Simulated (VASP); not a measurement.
Input of a VASP 6.6.1 run:

POSCAR

```
LiH3O2
1.0
    3.6850000000     -4.1300000000      0.0000000000
    3.6850000000      4.1300000000      0.0000000000
   -1.1067247300      0.0000000000      2.9918657000
Li H O
2 6 4
Direct
    0.6526000000      0.3474000000      0.5000000000
    0.3474000000      0.6526000000      0.5000000000
    0.9890000000      0.2250000000      0.0040000000
    0.7750000000      0.0110000000      0.9960000000
    0.0110000000      0.7750000000      0.9960000000
    0.2250000000      0.9890000000      0.0040000000
    0.2370000000      0.2370000000      0.6310000000
    0.7630000000      0.7630000000      0.3690000000
    0.7934000000      0.2066000000      0.0000000000
    0.2066000000      0.7934000000      0.0000000000
    0.2857000000      0.2857000000      0.3952000000
    0.7143000000      0.7143000000      0.6048000000
```

INCAR.step1

```
SYSTEM = LiH3O2
ALGO = Normal
EDIFF = 1E-4
ENCUT = 520
GGA = PE
ISMEAR = 0
LASPH = .TRUE.
LCHARG = .FALSE.
LREAL = .FALSE.
LWAVE = .TRUE.
NBANDS = 30
NELM = 60
PREC = Accurate
SIGMA = 0.01
```

The input INCAR.step2:

```
SYSTEM = LiH3O2
ALGO = Normal
EDIFF = 1E-6
ENCUT = 520
ISIF = 2
ISMEAR = 0
ISTART = 1
LASPH = .TRUE.
LCHARG = .FALSE.
LMIXTAU = .TRUE.
LREAL = .FALSE.
LWAVE = .FALSE.
METAGGA = R2SCAN
NBANDS = 30
NELM = 60
PREC = Accurate
SIGMA = 0.01
```

The input KPOINTS:

```
Automatic mesh
0
Gamma
  2 2 3
  0.5 0.5 0
```

Potentials or basis: VASP PAW PBE potentials, release 64 (Li_sv, H, O).

Launch:

```console
$ cat potpaw_PBE.64/Li_sv/POTCAR potpaw_PBE.64/H/POTCAR potpaw_PBE.64/O/POTCAR > POTCAR
$ cp INCAR.step1 INCAR
$ mpirun -np 1 vasp_std > vasp.out
$ cp INCAR.step2 INCAR
$ mpirun -np 1 vasp_std > vasp.out
```

(1) Predict the band gap on the k mesh.

(2) Estimate the largest force.

Answers

(1) 5.11 eV, indirect (least direct gap 5.26 eV).

(2) 3.391 eV/Å.

Caveat: the k points lie up to 0.70 Å⁻¹ apart; the PAW data sets were made with another functional, which shifts forces and pressure a little.
